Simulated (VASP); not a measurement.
Runs of VASP 6.6.1 on Cr. The structure is that of space group Pm-3m (No. 221), or close to it. The cells are those of the table. This isn't the form of Cr at room conditions, which is bcc.

```csv
task,spin,cell,k mesh,cutoff (eV),gap on the mesh (eV),pressure (GPa),moment (μB),relaxed volume (Å³/atom)
relaxation of cell and atoms,collinear,"relaxed from a = 2.393 Å, 1 atom",8 × 8 × 8,600,none,-0.3,0.00,(b)
single point,off,"a = 2.319 Å, 1 atom",24 × 24 × 24,520,none,1.0,-,-
single point,collinear,"a = 2.328 Å, 1 atom",8 × 8 × 8,520,none,(a),0.01,-
relaxation of cell and atoms,off,"relaxed from a = 2.328 Å, 1 atom",24 × 24 × 24,600,none,0.0,-,12.53
single point,"collinear, ferromagnetic start","a = 2.393 Å, 1 atom",8 × 8 × 8,520,none,(c),0.10,-
```

Alike in all rows: level r2SCAN; potentials or basis VASP PAW PBE potentials, release 64 (Cr_pv); smearing gaussian 0.1 eV.

Q: Fill in the values left out.

A: (a) 0.7; (b) 12.67; (c) -13.9.

Caveats: the PAW data sets were made with another functional, which shifts forces and pressure a little; the cell stands under tension (at least some runs).

A gap of «none» marks levels without a gap at the run's occupations.
